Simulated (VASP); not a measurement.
# SrO (m.b) (Fm-3m) in VASP: single point with PBE

Aim: the single point of SrO (m.b) with PBE.

Program: VASP 6.6.1. These are calculated values, not measurements. Logs are shortened: lines on timing, memory, paths and dates and some standing lists are left out, and cuts for length are marked.

## Step 1: The cell of the first run

Symmetry: Fm-3m, No. 225, cubic system. The conventional cell has a = 5.195 Å, b = 5.195 Å, c = 5.195 Å, α = 90.00°, β = 90.00°, γ = 90.00°. Within 3.4 Å of Sr (site symmetry m-3m) lie 6 O at 2.60 Å. Within 3.4 Å of O (site symmetry m-3m) lie 6 Sr at 2.60 Å.

## Step 2: Single point, PBE

The input, INCAR:

```
SYSTEM = SrO
  PREC = Accurate
  ENCUT = 600
  EDIFF = 1E-6
  ISMEAR = 0
  SIGMA = 0.02
  LREAL = .FALSE.
  LASPH = .TRUE.
  NELM = 120
  ALGO = Normal
  ISIF = 2
  LWAVE = .FALSE.
  LCHARG = .FALSE.
  GGA = PE
  NBANDS = 15
  GGA_COMPAT = .FALSE.
```

The input, KPOINTS:

```
Automatic mesh
0
G
  8 8 8
  0 0 0
```

The input, POSCAR:

```
SrO
1.0
    0.0000000000      2.5975406453      2.5975406453
    2.5975406453      0.0000000000      2.5975406453
    2.5975406453      2.5975406453      0.0000000000
Sr O
1 1
Direct
    0.0000000000      0.0000000000      0.0000000000
    0.5000000000      0.5000000000      0.5000000000
```

Potentials or basis: VASP PAW PBE potentials, release 64 (Sr_sv, O).

The run is started by

```bash
cat potpaw_PBE.64/Sr_sv/POTCAR potpaw_PBE.64/O/POTCAR > POTCAR
mpirun -np 1 vasp_std > vasp.out
```

OUTCAR:

```text
SYSTEM = SrO
   PREC = Accurate
   ENCUT = 600
   EDIFF = 1E-6
   ISMEAR = 0
   LREAL = .FALSE.
   LASPH = .TRUE.
   NELM = 120
   ISIF = 2
   GGA = PE

 ion  position               nearest neighbor table
   1  0.000  0.000  0.000-   2 2.60   2 2.60   2 2.60   2 2.60   2 2.60   2 2.60
   2  0.500  0.500  0.500-   1 2.60   1 2.60   1 2.60   1 2.60   1 2.60   1 2.60

  LATTYP: Found a face centered cubic cell.
 ALAT       =     5.1950812906

  Lattice vectors:

 A1 = (   0.0000000000,   2.5975406453,   2.5975406453)
 A2 = (   2.5975406453,   0.0000000000,   2.5975406453)
 A3 = (   2.5975406453,   2.5975406453,   0.0000000000)

Analysis of symmetry for initial positions (statically):
=====================================================================
 Subroutine PRICEL returns:
 Original cell was already a primitive cell.

 Routine SETGRP: Setting up the symmetry group for a
 face centered cubic supercell.

 Subroutine GETGRP returns: Found 48 space group operations
 (whereof 48 operations were pure point group operations)
 out of a pool of 48 trial point group operations.

The static configuration has the point symmetry O_h .

Analysis of symmetry for dynamics (positions and initial velocities):
=====================================================================
 Subroutine PRICEL returns:
 Original cell was already a primitive cell.

 Routine SETGRP: Setting up the symmetry group for a
 face centered cubic supercell.

 Subroutine GETGRP returns: Found 48 space group operations
 (whereof 48 operations were pure point group operations)
 out of a pool of 48 trial point group operations.

The dynamic configuration has the point symmetry O_h .

 Subroutine INISYM returns: Found 48 space group operations
 (whereof 48 operations are pure point group operations),
 and found     1 'primitive' translations

----------------------------------------------------------------------------------------

                                     Primitive cell

  volume of cell :      35.0523

  direct lattice vectors                    reciprocal lattice vectors
     0.000000000  2.597540645  2.597540645    -0.192489769  0.192489769  0.192489769
     2.597540645  0.000000000  2.597540645     0.192489769 -0.192489769  0.192489769
     2.597540645  2.597540645  0.000000000     0.192489769  0.192489769 -0.192489769

  length of vectors
     3.673477209  3.673477209  3.673477209     0.333402061  0.333402061  0.333402061

  position of ions in fractional coordinates (direct lattice)
     0.000000000  0.000000000  0.000000000
     0.500000000  0.500000000  0.500000000

  ion indices of the primitive-cell ions
   primitive index   ion index
                 1           1
                 2           2

----------------------------------------------------------------------------------------

 KPOINTS: Automatic mesh

Automatic generation of k-mesh.
 Grid dimensions read from file:
 generate k-points for:    8    8    8

 Generating k-lattice:

  Cartesian coordinates                     Fractional coordinates (reciprocal lattice)
    -0.024061221  0.024061221  0.024061221     0.125000000  0.000000000  0.000000000
     0.024061221 -0.024061221  0.024061221     0.000000000  0.125000000  0.000000000
     0.024061221  0.024061221 -0.024061221     0.000000000  0.000000000  0.125000000

  Length of vectors
     0.041675258  0.041675258  0.041675258

  Shift w.r.t. Gamma in fractional coordinates (k-lattice)
     0.000000000  0.000000000  0.000000000

 Subroutine IBZKPT returns following result:
 ===========================================

 Found     29 irreducible k-points:

 Following reciprocal coordinates:
            Coordinates               Weight
  0.000000  0.000000  0.000000      1.000000
  0.125000  0.000000  0.000000      8.000000
  0.250000  0.000000  0.000000      8.000000
  0.375000  0.000000  0.000000      8.000000
  0.500000  0.000000  0.000000      4.000000
  0.125000  0.125000  0.000000      6.000000
[... 16 lines left out ...]
  0.500000  0.250000  0.125000     48.000000
 -0.375000  0.250000  0.125000     24.000000
 [... further k-points ...]
   k-points           NKPTS =     29   k-points in BZ     NKDIM =     29   number of bands    NBANDS=     15
   number of dos      NEDOS =    301   number of ions     NIONS =      2
   total plane-waves  NPLWV =  27000
   dimension x,y,z NGX =    30 NGY =   30 NGZ =   30
   dimension x,y,z NGXF=    60 NGYF=   60 NGZF=   60
   ions per type =               1   1
   NGX,Y,Z   is equivalent  to a cutoff of  13.58, 13.58, 13.58 a.u.
   NGXF,Y,Z  is equivalent  to a cutoff of  27.15, 27.15, 27.15 a.u.
 SYSTEM =  SrO
   PREC   = accura    normal or accurate (medium, high low for compatibility)
   ISTART =      0    job   : 0-new  1-cont  2-samecut
   ICHARG =      2    charge: 1-file 2-atom 10-const
   ISPIN  =      1    spin polarized calculation?
   LNONCOLLINEAR =      F non collinear calculations
   LSORBIT =      F    spin-orbit coupling
   LASPH  =      T    aspherical Exc in radial PAW
   ENCUT  =  600.0 eV  44.10 Ry    6.64 a.u.   7.34  7.34  7.34*2*pi/ulx,y,z
   NELM   =    120;   NELMIN=  2; NELMDL= -5     # of ELM steps
   EDIFF  = 0.1E-05   stopping-criterion for ELM
   LREAL  =      F    real-space projection
   EDIFFG = 0.1E-04   stopping-criterion for IOM
   NSW    =      0    number of steps for IOM
   IBRION =     -1    ionic relax: 0-MD 1-quasi-New 2-CG
   NFREE  =      0    steps in history (QN), initial steepest desc. (CG)
   ISIF   =      2    stress and relaxation
   ISYM   =      2    0-nonsym 1-usesym 2-fastsym
   POTIM  = 0.5000    time-step for ionic-motion
   TEBEG  =    0.0;   TEEND  =   0.0 temperature during run
   PSTRESS=    0.0 pullay stress
   NELECT =      16.0000    total number of electrons
   NUPDOWN=      -1.0000    fix difference up-down
   EMIN   =  10.00;   EMAX   =-10.00  energy-range for DOS
   EFERMI =   0.00;   METHOD = LEGACY
   ISMEAR =     0;   SIGMA  =   0.02  broadening in eV -4-tet -1-fermi 0-gaus
   EFERMI_NEDOS =   21; number of points for ismear=-14 and -15
   IALGO  =     38    algorithm
   IMIX   =      4    mixing-type and parameters
     AMIX     =   0.40;   BMIX     =  1.00
     AMIX_MAG =   1.60;   BMIX_MAG =  1.00
  volume/ion in A,a.u.               =      17.53       118.27
  Fermi-wavevector in a.u.,A,eV,Ry     =   1.260499  2.381998 21.617719  1.588858
  Thomas-Fermi vector in A             =   2.394005
   LORBIT       =      0    0 simple, 1 ext, 2 COOP (PROOUT), +10 PAW based schemes
   GGA     = PE    functional components
   LHFCALC =     F    Hartree Fock is set to
   AEXX    =    0.0000 exact exchange contribution
   IVDW    =     0    specifies the selected vdW correction
   LEPSILON=     F    determine dielectric tensor
   LRPA    =     F    only Hartree local field effects (RPA)
 non-spin polarized calculation
 Gauss-broadening in eV      SIGMA  =   0.02
  energy-cutoff  :      600.00
  volume of cell :       35.05
 maximum number of plane-waves:      1211
 NGX is ok and might be reduce to    30
   NGX = 15   NGY = 15   NGZ = 15

 number of electron      16.0000000 magnetization

 Free energy of the ion-electron system (eV)
  ---------------------------------------------------
  ext. energy  EPLUGINS =         0.00000000
  ---------------------------------------------------
  free energy    TOTEN  =       -12.05629400 eV

  energy without entropy =      -12.05629400  energy(sigma->0) =      -12.05629400

 E-fermi :   1.7276     XC(G=0):  -9.8815

 val. band max:        1.5190250324   @ k =   0.0000   0.0000   0.0000
 cond. band min:       4.8006262181   @ k =   0.5000   0.5000   0.0000
 fundamental gap:      3.2816011857
 Fermi energy:         1.7276370872

 k-point     1 :       0.0000    0.0000    0.0000
  band No.  band energies     occupation
      1     -30.9789      2.00000
      2     -13.5321      2.00000
      3     -12.6472      2.00000
      4     -12.6472      2.00000
      5     -12.6472      2.00000
      6       1.5190      2.00000
      7       1.5190      2.00000
      8       1.5190      2.00000
      9       5.2866      0.00000
     10       7.6617      0.00000
     11       7.6617      0.00000
     12       7.6617      0.00000
     13       9.7604      0.00000
     14       9.7604      0.00000
     15      14.0798      0.00000

 k-point     2 :       0.1250    0.0000    0.0000
  band No.  band energies     occupation
      1     -30.9616      2.00000
      2     -13.9046      2.00000
      3     -12.6586      2.00000
      4     -12.6586      2.00000
      5     -12.3183      2.00000
      6       1.0748      2.00000
      7       1.3331      2.00000
      8       1.3331      2.00000
      9       5.9733      0.00000
     10       7.5143      0.00000
     11       7.9567      0.00000
     12       7.9567      0.00000
     13      10.1469      0.00000
     14      10.1469      0.00000
     15      15.0416      0.00000

 k-point     3 :       0.2500    0.0000    0.0000
  band No.  band energies     occupation
      1     -30.9193      2.00000
      2     -14.4567      2.00000
      3     -12.6858      2.00000
      4     -12.6858      2.00000
      5     -11.8718      2.00000
      6       0.2720      2.00000
      7       0.9302      2.00000
      8       0.9302      2.00000
      9       7.3679      0.00000
     10       7.5551      0.00000
     11       8.7555      0.00000
     12       8.7555      0.00000
     13      11.1167      0.00000
     14      11.1167      0.00000
     15      16.9351      0.00000
[... 343 lines left out ...]
 k-point    23 :       0.5000    0.2500    0.1250
  band No.  band energies     occupation
      1     -30.8545      2.00000
      2     -14.6395      2.00000
      3     -12.9768      2.00000
      4     -12.8053      2.00000
      5     -11.8323      2.00000
      6       0.0152      2.00000
      7       0.6262      2.00000
      8       1.0004      2.00000
      9       7.0151      0.00000
     10       8.5102      0.00000
     11      10.2083      0.00000
     12      10.4183      0.00000
     13      12.3216      0.00000
     14      13.2515      0.00000
     15      15.4484      0.00000

 k-point    24 :      -0.3750    0.2500    0.1250
  band No.  band energies     occupation
      1     -30.8403      2.00000
      2     -14.7030      2.00000
      3     -12.9978      2.00000
      4     -12.8533      2.00000
      5     -11.8028      2.00000
      6      -0.0186      2.00000
      7       0.6840      2.00000
      8       0.7477      2.00000
      9       7.7744      0.00000
     10       8.1291      0.00000
     11      10.5699      0.00000
     12      10.8181      0.00000
     13      12.8264      0.00000
     14      14.1247      0.00000
     15      14.4930      0.00000

 [... further k-points ...]

------------------------ aborting loop because EDIFF is reached ----------------------------------------

  FORCE on cell =-STRESS in cart. coord.  units (eV):
  Direction    XX          YY          ZZ          XY          YZ          ZX
  --------------------------------------------------------------------------------------
  -------------------------------------------------------------------------------------
  Total        0.0914692      0.0914692      0.0914692      0.0000000      0.0000000      0.0000000
  in kB        4.1808885      4.1808885      4.1808885      0.0000000      0.0000000      0.0000000
  external PRESSURE =       4.1808885 kB  Pullay stress =       0.0000000 kB

 VOLUME and BASIS-vectors are now :
 -----------------------------------------------------------------------------
  energy-cutoff  :      600.00
  volume of cell :       35.05
      direct lattice vectors                 reciprocal lattice vectors
     0.000000000  2.597540645  2.597540645    -0.192489769  0.192489769  0.192489769
     2.597540645  0.000000000  2.597540645     0.192489769 -0.192489769  0.192489769
     2.597540645  2.597540645  0.000000000     0.192489769  0.192489769 -0.192489769

 POSITION                                       TOTAL-FORCE (eV/Angst)
 -----------------------------------------------------------------------------------
      0.00000      0.00000      0.00000         0.000000     -0.000000     -0.000000
      2.59754      2.59754      2.59754        -0.000000      0.000000      0.000000
 -----------------------------------------------------------------------------------
    total drift:                                0.000000      0.000000      0.000000

  FREE ENERGIE OF THE ION-ELECTRON SYSTEM (eV)
  ---------------------------------------------------
  free  energy   TOTEN  =       -12.0562940011 eV

  energy  without entropy=      -12.0562940011  energy(sigma->0) =      -12.05629400
```

Run time: 21 s. Hardware: 1 thread of Intel Xeon 6975P-C, shared host; peak memory 0.18 GiB.

Results:

```
Free energy            : -12.0563 eV
Pressure               : 0.4 GPa
Band gap on the k mesh : 3.28 eV, indirect (least direct gap 3.39 eV)
```

A k mesh can miss the band edges.
